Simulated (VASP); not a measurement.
# Zn2CdSe3 (P3m1) in VASP: settings compared

Aim: see how the results for Zn2CdSe3 move with the level of theory and the settings. Levels: PBE, r2SCAN. Tasks: single point, relaxation of cell and atoms.

Program: VASP 6.6.1. These are calculated values, not measurements. Logs are shortened: lines on timing, memory, paths and dates and some standing lists are left out, and cuts for length are marked.

## 1. The cell of the first run

The structure is trigonal, space group P3m1 (No. 156). The conventional cell has a = 4.154 Å, b = 4.154 Å, c = 10.253 Å, α = 90.00°, β = 90.00°, γ = 120.00°. Within 3.3 Å of Zn (site symmetry 3m) lie 4 Se at 2.48 to 2.52 Å. Within 3.3 Å of Zn (site symmetry 3m) lie 4 Se at 2.47 to 2.52 Å. Within 3.5 Å of Cd (site symmetry 3m) lie 4 Se at 2.63 to 2.67 Å. Within 3.3 Å of Se (site symmetry 3m) lie 4 Zn at 2.48 to 2.52 Å. Se (site symmetry 3m) has 1 Zn at 2.47 Å and 3 Cd at 2.63 Å within 3.3 Å. Within 3.3 Å of Se (site symmetry 3m) lie 3 Zn at 2.52 Å and 1 Cd at 2.67 Å.

## 2. Single point, PBE

Contents of INCAR:

```
PREC = Accurate
ENCUT = 520
EDIFF = 1E-6
ISMEAR = 0
SIGMA = 0.1
LREAL = False
LASPH = True
NELM = 60
ALGO = Normal
ISIF = 2
LWAVE = False
LCHARG = False
GGA = PE
NBANDS = 66
```

Contents of KPOINTS:

```
Automatic mesh
0
Gamma
  6 6 1
```

Contents of POSCAR:

```
Zn2CdSe3
1.0
    4.1535726208      0.0000000000      0.0000000000
   -2.0767863104      3.5970994061      0.0000000000
    0.0000000000      0.0000000000     20.5059189734
Zn Cd Se
4 2 6
Direct
    0.0000000000      1.0000000000      0.0036691174
    0.0000000000      1.0000000000      0.5036691174
    0.6666666667      0.3333333333      0.1625130153
    0.6666666667      0.3333333333      0.6625130153
    0.3333333333      0.6666666667      0.3354445704
    0.3333333333      0.6666666667      0.8354445704
    0.0000000000      0.0000000000      0.1247477341
    1.0000000000      1.0000000000      0.6247477341
    0.6666666667      0.3333333333      0.2831776898
    0.6666666667      0.3333333333      0.7831776898
    0.3333333333      0.6666666667      0.4654478730
    0.3333333333      0.6666666667      0.9654478730
```

Potentials or basis: VASP PAW PBE potentials, release 64 (Zn, Cd, Se).

Command:

```sh
> cat potpaw_PBE.64/Zn/POTCAR potpaw_PBE.64/Cd/POTCAR potpaw_PBE.64/Se/POTCAR > POTCAR
> mpirun -np 1 vasp_std > vasp.out
```

OUTCAR:

```text
PREC = Accurate
   ENCUT = 520
   EDIFF = 1E-6
   ISMEAR = 0
   LREAL = False
   LASPH = True
   NELM = 60
   ISIF = 2
   GGA = PE

 ion  position               nearest neighbor table
   1  0.000  0.000  0.004-   7 2.48  12 2.52  12 2.52  12 2.52
   2  0.000  0.000  0.504-   8 2.48  11 2.52  11 2.52  11 2.52
   3  0.667  0.333  0.163-   9 2.47   7 2.52   7 2.52   7 2.52
   4  0.667  0.333  0.663-  10 2.47   8 2.52   8 2.52   8 2.52
   5  0.333  0.667  0.335-   9 2.63   9 2.63   9 2.63  11 2.67
   6  0.333  0.667  0.835-  10 2.63  10 2.63  10 2.63  12 2.67
   7  0.000  0.000  0.125-   1 2.48   3 2.52   3 2.52   3 2.52
   8  0.000  0.000  0.625-   2 2.48   4 2.52   4 2.52   4 2.52
   9  0.667  0.333  0.283-   3 2.47   5 2.63   5 2.63   5 2.63
  10  0.667  0.333  0.783-   4 2.47   6 2.63   6 2.63   6 2.63
  11  0.333  0.667  0.465-   2 2.52   2 2.52   2 2.52   5 2.67
  12  0.333  0.667  0.965-   1 2.52   1 2.52   1 2.52   6 2.67

  LATTYP: Found a hexagonal cell.
 ALAT       =     4.1535726208
 C/A-ratio  =     4.9369352231

  Lattice vectors:

 A1 = (   4.1535726208,   0.0000000000,   0.0000000000)
 A2 = (  -2.0767863104,   3.5970994061,   0.0000000000)
 A3 = (   0.0000000000,   0.0000000000,  20.5059189734)

Analysis of symmetry for initial positions (statically):
=====================================================================
 Subroutine PRICEL returns following result:

  LATTYP: Found a hexagonal cell.
 ALAT       =     4.1535726208
 C/A-ratio  =     2.4684676116

  Lattice vectors:

 A1 = (   4.1535726208,   0.0000000000,   0.0000000000)
 A2 = (  -2.0767863104,   3.5970994061,   0.0000000000)
 A3 = (   0.0000000000,   0.0000000000,  10.2529594867)

   2 primitive cells build up your supercell.

 Routine SETGRP: Setting up the symmetry group for a
 hexagonal supercell.

 Subroutine GETGRP returns: Found  6 space group operations
 (whereof  6 operations were pure point group operations)
 out of a pool of 24 trial point group operations.

The static configuration has the point symmetry C_3v.

Analysis of symmetry for dynamics (positions and initial velocities):
=====================================================================
 Subroutine PRICEL returns following result:

  LATTYP: Found a hexagonal cell.
 ALAT       =     4.1535726208
 C/A-ratio  =     2.4684676116

  Lattice vectors:

 A1 = (   4.1535726208,   0.0000000000,   0.0000000000)
 A2 = (  -2.0767863104,   3.5970994061,   0.0000000000)
 A3 = (   0.0000000000,   0.0000000000,  10.2529594867)

   2 primitive cells build up your supercell.

 Routine SETGRP: Setting up the symmetry group for a
 hexagonal supercell.

 Subroutine GETGRP returns: Found  6 space group operations
 (whereof  6 operations were pure point group operations)
 out of a pool of 24 trial point group operations.

The dynamic configuration has the point symmetry C_3v.

 Subroutine INISYM returns: Found  6 space group operations
 (whereof  6 operations are pure point group operations),
 and found     2 'primitive' translations

----------------------------------------------------------------------------------------

                                     Primitive cell

  volume of cell :     153.1876

  direct lattice vectors                    reciprocal lattice vectors
     4.153572621  0.000000000  0.000000000     0.240756595  0.139000885  0.000000000
    -2.076786310  3.597099406  0.000000000     0.000000000  0.278001770  0.000000000
     0.000000000  0.000000000 10.252959487     0.000000000  0.000000000  0.097532815

  length of vectors
     4.153572621  4.153572621 10.252959487     0.278001770  0.278001770  0.097532815

  position of ions in fractional coordinates (direct lattice)
     0.000000000  0.000000000  0.007338235
     0.666666667  0.333333333  0.325026031
     0.333333333  0.666666667  0.670889141
     0.000000000  0.000000000  0.249495468
     0.666666667  0.333333333  0.566355380
     0.333333333  0.666666667  0.930895746

  ion indices of the primitive-cell ions
   primitive index   ion index
                 1           1
                 2           3
                 3           6
                 4           7
                 5          10
                 6          12

----------------------------------------------------------------------------------------

 KPOINTS: Automatic mesh

Automatic generation of k-mesh.
 Grid dimensions read from file:
 generate k-points for:    6    6    1

 Generating k-lattice:

  Cartesian coordinates                     Fractional coordinates (reciprocal lattice)
     0.040126099  0.023166814  0.000000000     0.166666667  0.000000000  0.000000000
     0.000000000  0.046333628  0.000000000     0.000000000  0.166666667  0.000000000
     0.000000000  0.000000000  0.048766407     0.000000000  0.000000000  1.000000000

  Length of vectors
     0.046333628  0.046333628  0.048766407

  Shift w.r.t. Gamma in fractional coordinates (k-lattice)
[... 36 lines left out ...]
   EDIFFG = 0.1E-04   stopping-criterion for IOM
   NSW    =      0    number of steps for IOM
   IBRION =     -1    ionic relax: 0-MD 1-quasi-New 2-CG
   NFREE  =      0    steps in history (QN), initial steepest desc. (CG)
   ISIF   =      2    stress and relaxation
   ISYM   =      2    0-nonsym 1-usesym 2-fastsym
   POTIM  = 0.5000    time-step for ionic-motion
   TEBEG  =    0.0;   TEEND  =   0.0 temperature during run
   PSTRESS=    0.0 pullay stress
   NELECT =     108.0000    total number of electrons
   NUPDOWN=      -1.0000    fix difference up-down
   EMIN   =  10.00;   EMAX   =-10.00  energy-range for DOS
   EFERMI =   0.00;   METHOD = LEGACY
   ISMEAR =     0;   SIGMA  =   0.10  broadening in eV -4-tet -1-fermi 0-gaus
   EFERMI_NEDOS =   21; number of points for ismear=-14 and -15
   IALGO  =     38    algorithm
   IMIX   =      4    mixing-type and parameters
     AMIX     =   0.40;   BMIX     =  1.00
     AMIX_MAG =   1.60;   BMIX_MAG =  1.00
  volume/ion in A,a.u.               =      25.53       172.29
  Fermi-wavevector in a.u.,A,eV,Ry     =   1.156463  2.185397 18.196509  1.337406
  Thomas-Fermi vector in A             =   2.293083
   LORBIT       =      0    0 simple, 1 ext, 2 COOP (PROOUT), +10 PAW based schemes
   GGA     = PE    functional components
   LHFCALC =     F    Hartree Fock is set to
   AEXX    =    0.0000 exact exchange contribution
   IVDW    =     0    specifies the selected vdW correction
   LEPSILON=     F    determine dielectric tensor
   LRPA    =     F    only Hartree local field effects (RPA)
 non-spin polarized calculation
 Gauss-broadening in eV      SIGMA  =   0.10
  energy-cutoff  :      520.00
  volume of cell :      306.38
 maximum number of plane-waves:      8303
 NGX is ok and might be reduce to    32

 number of electron     107.9999979 magnetization

 Free energy of the ion-electron system (eV)
  ---------------------------------------------------
  ext. energy  EPLUGINS =         0.00000000
  ---------------------------------------------------
  free energy    TOTEN  =       -34.84874514 eV

  energy without entropy =      -34.84874511  energy(sigma->0) =      -34.84874513

 E-fermi :   1.5125     XC(G=0):  -8.9874

 val. band max:        1.1591371791   @ k =   0.0000   0.0000   0.0000
 cond. band min:       1.8561664814   @ k =   0.0000   0.0000   0.0000
 fundamental gap:      0.6970293023
 Fermi energy:         1.5124609504

 k-point     1 :       0.0000    0.0000    0.0000
  band No.  band energies     occupation
      1     -11.7679      2.00000
      2     -11.7139      2.00000
      3     -11.4973      2.00000
      4     -11.3632      2.00000
      5     -11.1886      2.00000
      6     -11.1070      2.00000
[... 58 lines left out ...]
     65       7.0133      0.00000
     66       7.0175      0.00000

 k-point     2 :       0.1667   -0.0000    0.0000
  band No.  band energies     occupation
      1     -11.6448      2.00000
      2     -11.5960      2.00000
      3     -11.3987      2.00000
      4     -11.2794      2.00000
      5     -11.1244      2.00000
      6     -11.0530      2.00000
[... 403 lines left out ...]
     65       6.8880      0.00000
     66       7.3322      0.00000

------------------------ aborting loop because EDIFF is reached ----------------------------------------

  FORCE on cell =-STRESS in cart. coord.  units (eV):
  Direction    XX          YY          ZZ          XY          YZ          ZX
  --------------------------------------------------------------------------------------
  -------------------------------------------------------------------------------------
  Total        0.4437275      0.4437275      0.3909824      0.0000000     -0.0000000      0.0000000
  in kB        2.3204566      2.3204566      2.0446282      0.0000000     -0.0000000      0.0000000
  external PRESSURE =       2.2285138 kB  Pullay stress =       0.0000000 kB

 VOLUME and BASIS-vectors are now :
 -----------------------------------------------------------------------------
  energy-cutoff  :      520.00
  volume of cell :      306.38
      direct lattice vectors                 reciprocal lattice vectors
     4.153572621  0.000000000  0.000000000     0.240756595  0.139000885  0.000000000
    -2.076786310  3.597099406  0.000000000     0.000000000  0.278001770  0.000000000
     0.000000000  0.000000000 20.505918973     0.000000000  0.000000000  0.048766407

 POSITION                                       TOTAL-FORCE (eV/Angst)
 -----------------------------------------------------------------------------------
      0.00000      0.00000      0.07524         0.000000      0.000000      0.007810
      0.00000      0.00000     10.32820        -0.000000      0.000000      0.007810
      2.07679      1.19903      3.33248         0.000000     -0.000000      0.006406
      2.07679      1.19903     13.58544        -0.000000     -0.000000      0.006406
     -0.00000      2.39807      6.87860         0.000000      0.000000      0.003831
     -0.00000      2.39807     17.13156        -0.000000      0.000000      0.003831
      0.00000      0.00000      2.55807        -0.000000     -0.000000     -0.007076
      0.00000      0.00000     12.81103         0.000000      0.000000     -0.007076
      2.07679      1.19903      5.80682        -0.000000      0.000000     -0.027208
      2.07679      1.19903     16.05978        -0.000000      0.000000     -0.027208
     -0.00000      2.39807      9.54444         0.000000      0.000000      0.016237
     -0.00000      2.39807     19.79740         0.000000      0.000000      0.016237
 -----------------------------------------------------------------------------------
    total drift:                               -0.000006      0.000002      0.004263

  FREE ENERGIE OF THE ION-ELECTRON SYSTEM (eV)
  ---------------------------------------------------
  free  energy   TOTEN  =       -34.8487451375 eV

  energy  without entropy=      -34.8487451140  energy(sigma->0) =      -34.84874513
```

Run time: 2 min. Hardware: 1 thread of Intel Xeon 6975P-C (Granite Rapids), shared host; peak memory 0.47 GiB.

Results:

* Free energy: -34.8487 eV
* Pressure: 0.2 GPa
* Largest force: 0.027 eV/Å
* Band gap on the k mesh: 0.70 eV

Forces on the atoms (eV/Å):
```
Zn   0.000  0.000  0.008
Zn   0.000  0.000  0.008
Zn   0.000  0.000  0.006
Zn   0.000  0.000  0.006
Cd   0.000  0.000  0.004
Cd   0.000  0.000  0.004
Se   0.000  0.000 -0.007
Se   0.000  0.000 -0.007
Se   0.000  0.000 -0.027
Se   0.000  0.000 -0.027
Se   0.000  0.000  0.016
Se   0.000  0.000  0.016
```

## 3. Relaxation of cell and atoms, PBE

This run uses another cell than the first one: it holds 6 atoms, not 12.

Contents of INCAR:

```
SYSTEM = Zn2CdSe3
  ALGO = Normal
  EDIFF = 1E-6
  EDIFFG = -0.04
  ENCUT = 600
  GGA = PE
  IBRION = 2
  ISIF = 3
  ISMEAR = 0
  LASPH = .True.
  LCHARG = .False.
  LREAL = .False.
  LWAVE = .False.
  NELM = 60
  NSW = 90
  PREC = Accurate
  SIGMA = 0.1
```

Contents of KPOINTS:

```
k-points
0
Gamma
  6 6 2
  0 0 0
```

Contents of POSCAR:

```
Zn2CdSe3
1.0
    4.0226602700      0.0000000000      0.0000000000
   -2.0113301300      3.4837259800      0.0000000000
    0.0000000000      0.0000000000      9.8534650700
Zn Cd Se
2 1 3
Direct
    0.0000000000      0.0000000000      0.0000000000
    0.6666666700      0.3333333300      0.3333333300
    0.3333333300      0.6666666700      0.6666666700
    0.0000000000      0.0000000000      0.2500000000
    0.6666666700      0.3333333300      0.5833333300
    0.3333333300      0.6666666700      0.9166666700
```

Potentials or basis: VASP PAW PBE potentials, release 64 (Zn, Cd, Se).

Command:

```sh
> cat potpaw_PBE.64/Zn/POTCAR potpaw_PBE.64/Cd/POTCAR potpaw_PBE.64/Se/POTCAR > POTCAR
> mpirun -np 1 vasp_std > vasp.out
```

Wall time 4.1 min (1 thread of Intel Xeon 6975P-C (Granite Rapids), shared host); peak memory 0.33 GiB.

Results (log left out):

```
Free energy                           : -17.4213 eV
Relaxed volume                        : 25.59 Å³/atom
Relaxed cell                          : a = 4.159 Å, b = 4.159 Å, c = 10.248 Å, α = 90.00°, β = 90.00°, γ = 120.00°
Space group after relaxing (to 0.1 Å) : P3m1 (No. 156)
Energy gained by relaxing             : 99.2 meV/atom
Ionic steps                           : 8
Pressure after relaxing               : 0.1 GPa
Largest force after relaxing          : 0.020 eV/Å
Band gap on the k mesh                : 0.69 eV
```

Forces in eV/Å, atoms in the order of the input:
```
Zn   0.000  0.000  0.000
Zn   0.000  0.000  0.018
Cd   0.000  0.000  0.010
Se   0.000  0.000  0.001
Se   0.000  0.000 -0.009
Se   0.000  0.000 -0.020
```

The path:
| step | energy change (eV) | largest force (eV/Å) | pressure (GPa) | volume (Å³) |
| --- | --- | --- | --- | --- |
| 1 | 0.0000 | 1.6222 | 8.22 | 138.08 |
| 2 | -0.4681 | 0.4112 | -2.39 | 163.05 |
| 3 | -0.5110 | 0.6431 | -0.50 | 156.58 |
| 4 | -0.5455 | 0.4106 | -0.28 | 155.48 |
| 5 | -0.5750 | 0.4396 | 0.29 | 153.30 |
| 6 | -0.5913 | 0.1604 | -0.02 | 154.02 |
| 7 | -0.5934 | 0.1140 | -0.19 | 154.39 |
| 8 | -0.5955 | 0.0195 | 0.08 | 153.53 |

Final structure:
```yaml
crystal:
  lattice:
    - [4.15916, 0.00000, 0.00000]
    - [-2.07958, 3.60194, 0.00000]
    - [0.00000, 0.00000, 10.24828]
  atoms:
    - { symbol: Zn, position: [0.00000, 0.00000, 0.00747] }
    - { symbol: Zn, position: [0.66667, 0.33333, 0.32458] }
    - { symbol: Cd, position: [0.33333, 0.66667, 0.67078] }
    - { symbol: Se, position: [0.00000, 0.00000, 0.24953] }
    - { symbol: Se, position: [0.66667, 0.33333, 0.56617] }
    - { symbol: Se, position: [0.33333, 0.66667, 0.93148] }
```

Levels at points of the mesh, in eV from the valence-band top:
| k point | band 24 | band 25 | band 26 | band 27 | band 28 | band 29 | band 30 | band 31 |
| --- | --- | --- | --- | --- | --- | --- | --- | --- |
| (0.00, 0.00, 0.00) | -0.63 | -0.18 | 0.00 | 0.00 | 0.69 | 2.08 | 2.73 | 5.56 |
| (0.50, 0.00, 0.00) | -1.86 | -1.75 | -1.35 | -0.94 | 2.89 | 3.23 | 3.26 | 3.58 |
| (0.00, 0.00, 0.50) | -0.49 | -0.49 | -0.09 | -0.09 | 1.85 | 1.96 | 2.55 | 5.17 |
| (0.50, 0.00, 0.50) | -1.98 | -1.63 | -0.91 | -0.76 | 2.25 | 3.15 | 3.71 | 4.20 |

## 4. Single point, r2SCAN

This run uses another cell than the first one: it holds 6 atoms, not 12.

Contents of POSCAR:

```
Zn2CdSe3
1.0
    4.1535726208      0.0000000000      0.0000000000
   -2.0767863104      3.5970994061      0.0000000000
    0.0000000000      0.0000000000     10.2529594867
Zn Cd Se
2 1 3
Direct
    0.0000000000      0.0000000000      0.0073382349
    0.6666666667      0.3333333333      0.3250260305
    0.3333333333      0.6666666667      0.6708891407
    0.0000000000      0.0000000000      0.2494954682
    0.6666666667      0.3333333333      0.5663553796
    0.3333333333      0.6666666667      0.9308957461
```

Contents of INCAR.step1:

```
PREC = Accurate ; ENCUT = 520
ISMEAR = 0 ; SIGMA = 0.02
LREAL = False ; LASPH = True
NELM = 80 ; NBANDS = 36
GGA = PE ; ALGO = Normal
EDIFF = 1E-4 ; LWAVE = True
LCHARG = False
```

Contents of INCAR.step2:

```
PREC = Accurate ; ENCUT = 520
EDIFF = 1E-6 ; ISMEAR = 0
SIGMA = 0.02 ; LREAL = False
LASPH = True ; NELM = 80
ALGO = Normal ; ISIF = 2
LWAVE = False ; LCHARG = True
METAGGA = R2SCAN ; LMIXTAU = True
LELF = True ; LVHAR = True
NBANDS = 36 ; ISTART = 1
```

Contents of KPOINTS:

```
regular mesh
0
Gamma
  6 6 4
```

Command:

```sh
> cat potpaw_PBE.64/Zn/POTCAR potpaw_PBE.64/Cd/POTCAR potpaw_PBE.64/Se/POTCAR > POTCAR
> cp INCAR.step1 INCAR
> mpirun -np 1 vasp_std > vasp.out
> cp INCAR.step2 INCAR
> mpirun -np 1 vasp_std > vasp.out
```

It took 4 min on 1 thread of Intel Xeon 6975P-C (Granite Rapids), shared host; peak memory 0.38 GiB.

The run converged. Its results:

| Property | Result |
| --- | --- |
| Free energy | -85.5534 eV |
| Pressure | -1.7 GPa |
| Largest force | 0.054 eV/Å |
| Band gap on the k mesh | 1.21 eV |

Forces in eV/Å, atoms in the order of the input:
```
Zn   0.000  0.000  0.030
Zn   0.000  0.000  0.046
Cd   0.000  0.000 -0.028
Se   0.000  0.000 -0.034
Se   0.000  0.000 -0.054
Se   0.000  0.000  0.039
```

Levels at points of the mesh, in eV from the valence-band top:
```tsv
k point	band 24	band 25	band 26	band 27	band 28	band 29	band 30	band 31
(0.00, 0.00, 0.00)	-0.65	-0.19	0.00	0.00	1.21	2.58	3.23	6.04
(0.50, 0.00, 0.00)	-1.89	-1.77	-1.38	-0.96	3.23	3.64	3.70	4.03
(0.00, 0.00, 0.50)	-0.51	-0.51	-0.08	-0.08	2.32	2.44	3.02	5.63
(0.50, 0.00, 0.50)	-2.02	-1.67	-0.94	-0.78	2.72	3.54	4.08	4.60
```

Caveat: the PAW data sets were made with another functional, which shifts forces and pressure a little.

## 5. Summary

```csv
task,level,cell,k mesh,cutoff (eV),smearing,gap on the mesh (eV),pressure (GPa),largest force (eV/Å)
single point,PBE,"a = 4.154, b = 4.154, c = 20.506 Å, angles 90.0, 90.0, 120.0°, 12 atoms, atomic positions A",6 × 6 × 1,520,gaussian 0.1 eV,0.70,0.2,0.03
relaxation of cell and atoms,PBE,"relaxed from a = 4.023, b = 4.023, c = 9.853 Å, angles 90.0, 90.0, 120.0°, 6 atoms, atomic positions B",6 × 6 × 2,600,gaussian 0.1 eV,0.69,0.1,0.02
single point,r2SCAN,"a = 4.154, b = 4.154, c = 10.253 Å, angles 90.0, 90.0, 120.0°, 6 atoms, atomic positions C",6 × 6 × 4,520,gaussian 0.02 eV,1.21,-1.7,0.05
```

Alike in all rows: potentials or basis VASP PAW PBE potentials, release 64 (Zn, Cd, Se); no spin polarisation.

Caveats: the PAW data sets were made with another functional, which shifts forces and pressure a little (at least some runs).

Absolute energies hang on the potentials; compare differences alone.
